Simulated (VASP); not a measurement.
# GaSb2 in VASP: further runs, part 2 of 3

VASP 6.6.1. Earlier steps stand in the parts before.

**4. Single point, PBE**

This run uses another cell than the first one, of 26.87 Å³/atom.

Contents of INCAR:

```
PREC     = Accurate       # precision mode
ENCUT    = 520            # plane-wave cutoff, eV
EDIFF    = 1E-6           # SCF threshold, eV
ISMEAR   = 0              # smearing method
SIGMA    = 0.1            # smearing width, eV
LREAL    = F              # projectors in reciprocal space
LASPH    = T              # aspherical terms in the spheres
NELM     = 100            # most SCF steps
ALGO     = Normal         # electronic algorithm
ISIF     = 2              # what is computed and relaxed
LWAVE    = F              # write WAVECAR
LCHARG   = T              # write CHGCAR
GGA      = PE             # functional
LELF     = T              # ELF
LVHAR    = T            
NBANDS   = 32             # bands
```

Contents of KPOINTS:

```
regular mesh
0
Gamma
  12 12 4
```

Contents of POSCAR:

```
GaSb2
1.0
    4.0705787311      0.0000000000      0.0000000000
   -2.0352893656      3.5252245893      0.0000000000
    0.0000000000      0.0000000000     11.2352264507
Ga Sb
2 4
Direct
    0.3333333333      0.6666666667      0.2500000000
    0.6666666667      0.3333333333      0.7500000000
    0.3333333333      0.6666666667      0.5918275410
    0.6666666667      0.3333333333      0.0918275410
    0.3333333333      0.6666666667      0.9081724590
    0.6666666667      0.3333333333      0.4081724590
```

Potentials or basis: VASP PAW PBE potentials, release 64 (Ga_d, Sb).

Started as:

```
cat potpaw_PBE.64/Ga_d/POTCAR potpaw_PBE.64/Sb/POTCAR > POTCAR
mpirun -np 1 vasp_std > vasp.out
```

OUTCAR:

```text
PREC = Accurate
   ENCUT = 520
   EDIFF = 1E-6
   ISMEAR = 0
   LREAL = F
   LASPH = T
   NELM = 100
   ISIF = 2
   GGA = PE

 ion  position               nearest neighbor table
   1  0.333  0.667  0.250-   4 2.95   6 2.95   4 2.95   6 2.95   4 2.95   6 2.95
   2  0.667  0.333  0.750-   3 2.95   5 2.95   3 2.95   5 2.95   3 2.95   5 2.95
   3  0.333  0.667  0.592-   2 2.95   2 2.95   2 2.95   6 3.13   6 3.13   6 3.13   5 3.55
   4  0.667  0.333  0.092-   1 2.95   1 2.95   1 2.95   5 3.13   5 3.13   5 3.13   6 3.55
   5  0.333  0.667  0.908-   2 2.95   2 2.95   2 2.95   4 3.13   4 3.13   4 3.13   3 3.55
   6  0.667  0.333  0.408-   1 2.95   1 2.95   1 2.95   3 3.13   3 3.13   3 3.13   4 3.55

  LATTYP: Found a hexagonal cell.
 ALAT       =     4.0705787311
 C/A-ratio  =     2.7601054280

  Lattice vectors:

 A1 = (   4.0705787311,   0.0000000000,   0.0000000000)
 A2 = (  -2.0352893656,   3.5252245893,   0.0000000000)
 A3 = (   0.0000000000,   0.0000000000,  11.2352264507)

Analysis of symmetry for initial positions (statically):
=====================================================================
 Subroutine PRICEL returns:
 Original cell was already a primitive cell.

 Routine SETGRP: Setting up the symmetry group for a
 hexagonal supercell.

 Subroutine GETGRP returns: Found 24 space group operations
 (whereof 12 operations were pure point group operations)
 out of a pool of 24 trial point group operations.

The static configuration has the point symmetry D_3d.
 The point group associated with its full space group is D_6h.

Analysis of symmetry for dynamics (positions and initial velocities):
=====================================================================
 Subroutine PRICEL returns:
 Original cell was already a primitive cell.

 Routine SETGRP: Setting up the symmetry group for a
 hexagonal supercell.

 Subroutine GETGRP returns: Found 24 space group operations
 (whereof 12 operations were pure point group operations)
 out of a pool of 24 trial point group operations.

[... 125 lines left out ...]
   EFERMI_NEDOS =   21; number of points for ismear=-14 and -15
   IALGO  =     38    algorithm
   IMIX   =      4    mixing-type and parameters
     AMIX     =   0.40;   BMIX     =  1.00
     AMIX_MAG =   1.60;   BMIX_MAG =  1.00
  volume/ion in A,a.u.               =      26.87       181.33
  Fermi-wavevector in a.u.,A,eV,Ry     =   1.077753  2.036658 15.803864  1.161551
  Thomas-Fermi vector in A             =   2.213673
   LORBIT       =      0    0 simple, 1 ext, 2 COOP (PROOUT), +10 PAW based schemes
   GGA     = PE    functional components
   LHFCALC =     F    Hartree Fock is set to
   AEXX    =    0.0000 exact exchange contribution
   IVDW    =     0    specifies the selected vdW correction
   LEPSILON=     F    determine dielectric tensor
   LRPA    =     F    only Hartree local field effects (RPA)
 non-spin polarized calculation
 Gauss-broadening in eV      SIGMA  =   0.10
  energy-cutoff  :      520.00
  volume of cell :      161.22
 maximum number of plane-waves:      4374
   NGX = 15   NGY = 15   NGZ = 41

 number of electron      46.0000012 magnetization

 Free energy of the ion-electron system (eV)
  ---------------------------------------------------
  ext. energy  EPLUGINS =         0.00000000
  ---------------------------------------------------
  free energy    TOTEN  =       -21.63199341 eV

  energy without entropy =      -21.61524852  energy(sigma->0) =      -21.62362096

 E-fermi :   6.4864     XC(G=0):  -9.8279

 val. band max:        6.4835941497   @ k =   0.2500   0.0833   0.0000
 cond. band min:       6.4971206876   @ k =   0.1667   0.0833   0.0000
 fundamental gap:      0.0135265379
 Fermi energy:         6.4863819114

 k-point     1 :       0.0000    0.0000    0.0000
  band No.  band energies     occupation
      1      -8.3742      2.00000
      2      -8.3742      2.00000
      3      -8.3737      2.00000
      4      -8.3737      2.00000
      5      -8.3714      2.00000
      6      -8.3694      2.00000
[... 829 lines left out ...]
     31      10.8644      0.00000
     32      10.9129      0.00000

 [... further k-points ...]
[... 5 lines left out ...]
  --------------------------------------------------------------------------------------
  -------------------------------------------------------------------------------------
  Total       -0.0040392     -0.0040392     -0.0014426      0.0000000      0.0000000      0.0000000
  in kB       -0.0401399     -0.0401399     -0.0143360      0.0000000      0.0000000      0.0000000
  external PRESSURE =      -0.0315386 kB  Pullay stress =       0.0000000 kB

 VOLUME and BASIS-vectors are now :
 -----------------------------------------------------------------------------
  energy-cutoff  :      520.00
  volume of cell :      161.22
      direct lattice vectors                 reciprocal lattice vectors
     4.070578731  0.000000000  0.000000000     0.245665313  0.141834935  0.000000000
    -2.035289366  3.525224589  0.000000000     0.000000000  0.283669870  0.000000000
     0.000000000  0.000000000 11.235226451     0.000000000  0.000000000  0.089005772

 POSITION                                       TOTAL-FORCE (eV/Angst)
 -----------------------------------------------------------------------------------
     -0.00000      2.35015      2.80881        -0.000000      0.000000      0.000000
      2.03529      1.17507      8.42642        -0.000000     -0.000000      0.000000
     -0.00000      2.35015      6.64932         0.000000     -0.000000     -0.004540
      2.03529      1.17507      1.03170         0.000000     -0.000000     -0.004540
     -0.00000      2.35015     10.20352        -0.000000      0.000000      0.004540
      2.03529      1.17507      4.58591         0.000000      0.000000      0.004540
 -----------------------------------------------------------------------------------
    total drift:                               -0.000000      0.000000     -0.000000

  FREE ENERGIE OF THE ION-ELECTRON SYSTEM (eV)
  ---------------------------------------------------
  free  energy   TOTEN  =       -21.6319934084 eV

  energy  without entropy=      -21.6152485185  energy(sigma->0) =      -21.62362096
```

OSZICAR:

```text
N       E                     dE             d eps       ncg     rms          rms(c)
DAV:   1     0.326931977281E+03    0.32693E+03   -0.19226E+04  3744   0.163E+03
DAV:   2     0.165414589873E+02   -0.31039E+03   -0.29833E+03  4056   0.422E+02
DAV:   3    -0.202148769394E+02   -0.36756E+02   -0.35348E+02  4456   0.115E+02
DAV:   4    -0.216426192273E+02   -0.14277E+01   -0.14151E+01  4368   0.241E+01
DAV:   5    -0.216839527365E+02   -0.41334E-01   -0.41295E-01  4776   0.407E+00    0.423E+00
DAV:   6    -0.216420017810E+02    0.41951E-01   -0.89778E-02  4848   0.272E+00    0.238E+00
DAV:   7    -0.216317543808E+02    0.10247E-01   -0.60034E-02  4464   0.163E+00    0.219E-01
DAV:   8    -0.216318649847E+02   -0.11060E-03   -0.12440E-02  4264   0.866E-01    0.123E-01
DAV:   9    -0.216319247032E+02   -0.59718E-04   -0.54897E-04  5144   0.151E-01    0.744E-02
DAV:  10    -0.216319899431E+02   -0.65240E-04   -0.98905E-05  4264   0.564E-02    0.108E-02
DAV:  11    -0.216319925563E+02   -0.26132E-05   -0.11929E-05  4632   0.279E-02    0.613E-03
DAV:  12    -0.216319934084E+02   -0.85210E-06   -0.14904E-06  3120   0.628E-03
   1 F= -.21631993E+02 E0= -.21623621E+02  d E =-.167449E-01
```

Run time: 6.2 min. Hardware: 1 thread of Intel Xeon 8259CL, shared host; peak memory 0.41 GiB.

Results:

| Quantity | Value |
| --- | --- |
| Free energy | -21.6320 eV |
| Pressure | 0.0 GPa |
| Largest force | 0.005 eV/Å |
| Band gap on the k mesh | zero (bands 23 and 24 overlap by 2.64 eV) |

Forces in eV/Å, atoms in the order of the input:
```
Ga   0.000  0.000  0.000
Ga   0.000  0.000  0.000
Sb   0.000  0.000 -0.005
Sb   0.000  0.000 -0.005
Sb   0.000  0.000  0.005
Sb   0.000  0.000  0.005
```

Caveat: spin-orbit coupling is left out, which moves the levels of the heavy elements.

(Part 2 of 3 ends here.)
